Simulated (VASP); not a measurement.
# Pt (Fm-3m) in VASP: notebook

Pt is run at these levels: PBE, RPBE+D3(BJ), RPBE+D4, LDA+U; tasks: single point, relaxation of cell and atoms.

Program: VASP 6.6.1. These are calculated values, not measurements. Logs are shortened: lines on timing, memory, paths and dates and some standing lists are left out, and cuts for length are marked.

**1. The cell of the first run**

Symmetry: Fm-3m, No. 225, cubic system. Conventional cell: a = 3.922 Å, b = 3.922 Å, c = 3.922 Å, α = 90.00°, β = 90.00°, γ = 90.00°. Pt (site symmetry m-3m) has 12 Pt at 2.77 Å within 3.7 Å.

**2. Single point, PBE, non-collinear spin, zero start, spin-orbit coupling**

File INCAR:

```
SYSTEM = Pt
  PREC = Accurate
  ENCUT = 520
  EDIFF = 1E-6
  ISMEAR = -1
  SIGMA = 0.05
  LREAL = .False.
  LASPH = .True.
  NELM = 150
  ALGO = Normal
  ISIF = 2
  LWAVE = .False.
  LCHARG = .True.
  MAGMOM = 0 0 0
  LORBIT = 11
  LSORBIT = .True.
  GGA_COMPAT = .False.
  LORBMOM = .True.
  LMAXMIX = 4
  GGA = PE
  LVHAR = .True.
  NBANDS = 21
```

File KPOINTS:

```
Automatic mesh
0
Gamma
  9 9 9
  0 0 0
```

File POSCAR:

```
Pt
1.0
    0.0000000000      1.9609000000      1.9609000000
    1.9609000000      0.0000000000      1.9609000000
    1.9609000000      1.9609000000      0.0000000000
Pt
1
Direct
    0.0000000000      0.0000000000      0.0000000000
```

Potentials or basis: VASP PAW PBE potentials, release 64 (Pt).

Command:

```console
$ cat potpaw_PBE.64/Pt/POTCAR > POTCAR
$ mpirun -np 1 vasp_ncl > vasp.out
```

OUTCAR:

```text
SYSTEM = Pt
   PREC = Accurate
   ENCUT = 520
   EDIFF = 1E-6
   ISMEAR = -1
   LREAL = .False.
   LASPH = .True.
   NELM = 150
   ISIF = 2
   LORBIT = 11
   LSORBIT = .True.
   GGA = PE

 ion  position               nearest neighbor table
   1  0.000  0.000  0.000-

  LATTYP: Found a face centered cubic cell.
 ALAT       =     3.9218000000

  Lattice vectors:

 A1 = (   0.0000000000,   1.9609000000,   1.9609000000)
 A2 = (   1.9609000000,   0.0000000000,   1.9609000000)
 A3 = (   1.9609000000,   1.9609000000,   0.0000000000)

Analysis of symmetry for initial positions (statically):
=====================================================================
 Subroutine PRICEL returns:
 Original cell was already a primitive cell.

 Routine SETGRP: Setting up the symmetry group for a
 face centered cubic supercell.

 Subroutine GETGRP returns: Found 48 space group operations
 (whereof 48 operations were pure point group operations)
 out of a pool of 48 trial point group operations.

The static configuration has the point symmetry O_h .

Analysis of symmetry for dynamics (positions and initial velocities):
=====================================================================
 Subroutine PRICEL returns:
 Original cell was already a primitive cell.

 Routine SETGRP: Setting up the symmetry group for a
 face centered cubic supercell.

 Subroutine GETGRP returns: Found 48 space group operations
 (whereof 48 operations were pure point group operations)
 out of a pool of 48 trial point group operations.

The dynamic configuration has the point symmetry O_h .

Analysis of structural, dynamic, and magnetic symmetry:
=====================================================================
 Subroutine PRICEL returns:
 Original cell was already a primitive cell.

 Routine SETGRP: Setting up the symmetry group for a
 face centered cubic supercell.

 Subroutine GETGRP returns: Found 48 space group operations
 (whereof 48 operations were pure point group operations)
 out of a pool of 48 trial point group operations.

The overall configuration has the point symmetry O_h .

 Subroutine INISYM returns: Found 48 space group operations
 (whereof 48 operations are pure point group operations),
 and found     1 'primitive' translations

----------------------------------------------------------------------------------------

                                     Primitive cell

[... 138 lines left out ...]

 E-fermi :  11.2904     XC(G=0): -13.4940

 val. band max:       11.2389734808   @ k =   0.4444   0.1111   0.0000
 cond. band min:      11.3593255416   @ k =   0.4444   0.2222   0.0000
 fundamental gap:      0.1203520609
 Fermi energy:        11.2903946418

 k-point     1 :       0.0000    0.0000    0.0000
  band No.  band energies     occupation
      1       1.0511      1.00000
      2       1.0511      1.00000
      3       7.0201      1.00000
      4       7.0201      1.00000
      5       7.0201      1.00000
      6       7.0201      1.00000
[... 565 lines left out ...]
     20      31.2252      0.00000
     21      34.4476      0.00000

 [... further k-points ...]
[... 5 lines left out ...]
  --------------------------------------------------------------------------------------
  -------------------------------------------------------------------------------------
  Total        0.9161048      0.9161048      0.9161048      0.0000000      0.0000000      0.0000000
  in kB       97.3328471     97.3328471     97.3328471      0.0000000      0.0000000      0.0000000
  external PRESSURE =      97.3328471 kB  Pullay stress =       0.0000000 kB

 VOLUME and BASIS-vectors are now :
 -----------------------------------------------------------------------------
  energy-cutoff  :      520.00
  volume of cell :       15.08
      direct lattice vectors                 reciprocal lattice vectors
     0.000000000  1.960900000  1.960900000    -0.254984956  0.254984956  0.254984956
     1.960900000  0.000000000  1.960900000     0.254984956 -0.254984956  0.254984956
     1.960900000  1.960900000  0.000000000     0.254984956  0.254984956 -0.254984956

 POSITION                                       TOTAL-FORCE (eV/Angst)
 -----------------------------------------------------------------------------------
      0.00000      0.00000      0.00000        -0.000000     -0.000000     -0.000000
 -----------------------------------------------------------------------------------
    total drift:                               -0.000000      0.000000     -0.000000

  FREE ENERGIE OF THE ION-ELECTRON SYSTEM (eV)
  ---------------------------------------------------
  free  energy   TOTEN  =        -6.4980261637 eV

  energy  without entropy=       -6.4869135548  energy(sigma->0) =       -6.49246986

 orbital moment (x)

 # of ion     p       d       tot
 ----------------------------------------
  1         0.000  -0.000  -0.000
 ----------------------------------------
            0.000  -0.000  -0.000

 orbital moment (y)

 # of ion     p       d       tot
 ----------------------------------------
  1         0.000   0.000   0.000
 ----------------------------------------
            0.000   0.000   0.000

 orbital moment (z)

 # of ion     p       d       tot
 ----------------------------------------
  1         0.000   0.000   0.000
 ----------------------------------------
            0.000   0.000   0.000

 Spin-Orbit-Coupling matrix elements

 Ion:    1  E_soc:     -0.7577480
 l=   1
     0.0000000    -0.0331560    -0.0331560
    -0.0331560     0.0000000    -0.0331560
    -0.0331560    -0.0331560     0.0000000
 l=   2
     0.0000000    -0.0168938     0.0000000    -0.0168938    -0.0762416
    -0.0168938     0.0000000    -0.0571812    -0.0168938    -0.0190604
     0.0000000    -0.0571812     0.0000000    -0.0571812     0.0000000
    -0.0168938    -0.0168938    -0.0571812     0.0000000    -0.0190604
    -0.0762416    -0.0190604     0.0000000    -0.0190604     0.0000000
 l=   3
     0.0000000     0.0000000     0.0000000     0.0000000     0.0000000     0.0000000     0.0000000
     0.0000000     0.0000000     0.0000000     0.0000000     0.0000000     0.0000000     0.0000000
     0.0000000     0.0000000     0.0000000     0.0000000     0.0000000     0.0000000     0.0000000
     0.0000000     0.0000000     0.0000000     0.0000000     0.0000000     0.0000000     0.0000000
     0.0000000     0.0000000     0.0000000     0.0000000     0.0000000     0.0000000     0.0000000
     0.0000000     0.0000000     0.0000000     0.0000000     0.0000000     0.0000000     0.0000000
     0.0000000     0.0000000     0.0000000     0.0000000     0.0000000     0.0000000     0.0000000

 total charge

# of ion       s       p       d       tot
------------------------------------------
    1        0.641   0.629   8.031   9.301

 magnetization (x)

# of ion       s       p       d       tot
------------------------------------------
    1       -0.000   0.000   0.000  -0.000

 magnetization (y)

# of ion       s       p       d       tot
------------------------------------------
    1       -0.000   0.000   0.000  -0.000

 magnetization (z)

# of ion       s       p       d       tot
------------------------------------------
    1       -0.000  -0.000  -0.000  -0.000
```

OSZICAR:

```text
N       E                     dE             d eps       ncg     rms          rms(c)
DAV:   1     0.537217628827E+02    0.53722E+02   -0.48498E+03  1470   0.898E+02
DAV:   2    -0.559840873612E+01   -0.59320E+02   -0.55638E+02  1690   0.221E+02
DAV:   3    -0.686554604463E+01   -0.12671E+01   -0.12525E+01  1701   0.311E+01
DAV:   4    -0.687225984466E+01   -0.67138E-02   -0.67130E-02  1703   0.250E+00
DAV:   5    -0.687233074151E+01   -0.70897E-04   -0.70897E-04  1746   0.258E-01    0.144E+01
DAV:   6    -0.654338121326E+01    0.32895E+00   -0.37138E-01  1645   0.721E+00    0.789E+00
DAV:   7    -0.650172514133E+01    0.41656E-01   -0.73766E-02  1693   0.324E+00    0.291E+00
DAV:   8    -0.649833236956E+01    0.33928E-02   -0.30496E-03  1721   0.505E-01    0.122E+00
DAV:   9    -0.649803327822E+01    0.29909E-03   -0.57962E-04  1721   0.243E-01    0.164E-01
DAV:  10    -0.649802203750E+01    0.11241E-04   -0.12343E-05  1695   0.362E-02    0.220E-02
DAV:  11    -0.649802577470E+01   -0.37372E-05   -0.90944E-07  1686   0.912E-03    0.962E-03
DAV:  12    -0.649802616374E+01   -0.38905E-06   -0.47604E-08   955   0.187E-03
   1 F= -.64980262E+01 E0= -.64924699E+01  d E =-.111126E-01  mag=    -0.0000    -0.0000     0.0000
```

stdout:

```text
POSCAR found type information on POSCAR Pt
 POSCAR found :  1 types and       1 ions
 scaLAPACK will be used
 LDA part: xc-table for (Slater+PW92), standard interpolation
 POSCAR, INCAR and KPOINTS ok, starting setup
 FFT: planning ... GRIDC
 FFT: planning ... GRID_SOFT
 FFT: planning ... GRID
 WAVECAR not read
 entering main loop
```

Wall time 26 s (1 thread of Intel Xeon 6975P-C, shared host); peak memory 0.19 GiB.

Results:

| Quantity | Value |
| --- | --- |
| Free energy | -6.4980 eV |
| Pressure | 9.7 GPa |
| Net moment | 0.00 μB per cell |
| Valence electrons inside the program's atomic spheres | Pt 9.30 |

Moments on the atoms (μB; x, y, z):
```
Pt  0.00 0.00 0.00
```

**3. Single point, RPBE+D3(BJ)**

This run uses another cell than the first one, of 13.53 Å³/atom, 0.897 times its volume.

File INCAR:

```
SYSTEM = Pt
ALGO = Normal
EDIFF = 1E-7
ENCUT = 520
GGA = RP
ISIF = 2
ISMEAR = -1
IVDW = 12
LASPH = .True.
LCHARG = .False.
LREAL = .False.
LWAVE = .False.
NBANDS = 11
NELM = 60
PREC = Accurate
SIGMA = 0.05
```

File KPOINTS:

```
k-points
0
Gamma
  12 12 12
  0 0 0
```

File POSCAR:

```
Pt
1.0
    0.0000000000      1.8912961314      1.8912961314
    1.8912961314      0.0000000000      1.8912961314
    1.8912961314      1.8912961314      0.0000000000
Pt
1
Direct
    0.0000000000      0.0000000000      0.0000000000
```

Potentials or basis: VASP PAW PBE potentials, release 64 (Pt).

Command:

```console
$ cat potpaw_PBE.64/Pt/POTCAR > POTCAR
$ mpirun -np 1 vasp_std > vasp.out
```

It took 7 s on 1 thread of Intel Xeon 6975P-C, shared host; peak memory 0.14 GiB.

The run converged. Its results:

```yaml
Free_energy: -9.9513 eV
Pressure: -0.6 GPa
Band_gap_on_the_k_mesh: zero (band 5 reaches 14.19 eV, above the bottom of band 6 at 11.48 eV)
Dispersion_energy_per_atom: -4.841 eV
```

Levels at points of the mesh, in eV from the Fermi level:
| k point | band 2 | band 3 | band 4 | band 5 | band 6 | band 7 | band 8 | band 9 |
| --- | --- | --- | --- | --- | --- | --- | --- | --- |
| (0.00, 0.00, 0.00) | -4.53 | -4.53 | -4.53 | -1.96 | -1.96 | 14.19 | 19.81 | 19.81 |
| (0.50, 0.00, 0.00) | -4.63 | -4.63 | -0.93 | 0.05 | 0.05 | 6.75 | 13.81 | 19.67 |
| (0.50, 0.50, 0.00) | -7.87 | 0.00 | 0.60 | 0.60 | 1.57 | 10.17 | 11.72 | 11.72 |

Caveat: the PAW data sets were made with another functional, which shifts forces and pressure a little; spin-orbit coupling is left out, which moves the levels of the heavy elements; pairwise dispersion overbinds metals, which lowers pressure and volume.

**4. Relaxation of cell and atoms, RPBE+D4**

File INCAR:

```
SYSTEM = Pt
ALGO = Normal ; EDIFF = 1E-6
EDIFFG = -0.02 ; ENCUT = 600
GGA = RP ; IBRION = 2
ISIF = 3 ; ISMEAR = -1
IVDW = 13 ; LASPH = .TRUE.
LCHARG = .FALSE. ; LREAL = .FALSE.
LWAVE = .FALSE. ; NELM = 100
NSW = 80 ; PREC = Accurate
SIGMA = 0.05
```

File KPOINTS:

```
k-points
0
G
  12 12 12
  0 0 0
```

File POSCAR:

```
Pt
1.0
    0.0000000000      1.9609000000      1.9609000000
    1.9609000000      0.0000000000      1.9609000000
    1.9609000000      1.9609000000      0.0000000000
Pt
1
Direct
    0.0000000000      0.0000000000      0.0000000000
```

Command:

```console
$ cat potpaw_PBE.64/Pt/POTCAR > POTCAR
$ mpirun -np 1 vasp_std > vasp.out
```

Wall time 14 s (1 thread of Intel Xeon 6975P-C, shared host); peak memory 0.15 GiB.

It converged, with:

```yaml
Free_energy: -6.8992 eV
Relaxed_volume: 15.05 Å³/atom
Relaxed_cell: a = 2.771 Å, b = 2.771 Å, c = 2.771 Å, α = 60.00°, β = 60.00°, γ = 60.00°
Space_group_after_relaxing_to_0.05_Å: Fm-3m (No. 225)
Energy_gained_by_relaxing: 0.0 meV/atom
Ionic_steps: 3
Pressure_after_relaxing: 0.0 GPa
Band_gap_on_the_k_mesh: zero (band 5 reaches 11.89 eV, above the bottom of band 6 at 9.65 eV)
Dispersion_energy_per_atom: -1.465 eV
```

Final structure:
```cif
data_structure
_symmetry_space_group_name_H-M 'P 1'
_symmetry_Int_Tables_number 1
_cell_length_a 2.7715
_cell_length_b 2.7715
_cell_length_c 2.7715
_cell_angle_alpha 60.000
_cell_angle_beta 60.000
_cell_angle_gamma 60.000
_cell_volume 15.05
loop_
_atom_site_label
_atom_site_type_symbol
_atom_site_fract_x
_atom_site_fract_y
_atom_site_fract_z
_atom_site_occupancy
Pt1 Pt 0.00000 0.00000 0.00000 1
```

Levels at points of the mesh, in eV from the Fermi level:
| k point | band 2 | band 3 | band 4 | band 5 | band 6 | band 7 | band 8 | band 9 |
| --- | --- | --- | --- | --- | --- | --- | --- | --- |
| (0.00, 0.00, 0.00) | -3.81 | -3.81 | -3.81 | -1.65 | -1.65 | 14.59 | 19.59 | 19.59 |
| (0.50, 0.00, 0.00) | -3.88 | -3.88 | -0.48 | 0.02 | 0.02 | 5.87 | 14.16 | 18.99 |
| (0.50, 0.50, 0.00) | -6.65 | -0.02 | 0.48 | 0.48 | 1.78 | 8.92 | 11.40 | 11.40 |

Caveat: the PAW data sets were made with another functional, which shifts forces and pressure a little; spin-orbit coupling is left out, which moves the levels of the heavy elements; pairwise dispersion overbinds metals, which lowers pressure and volume.

[end of part 1 of 3]
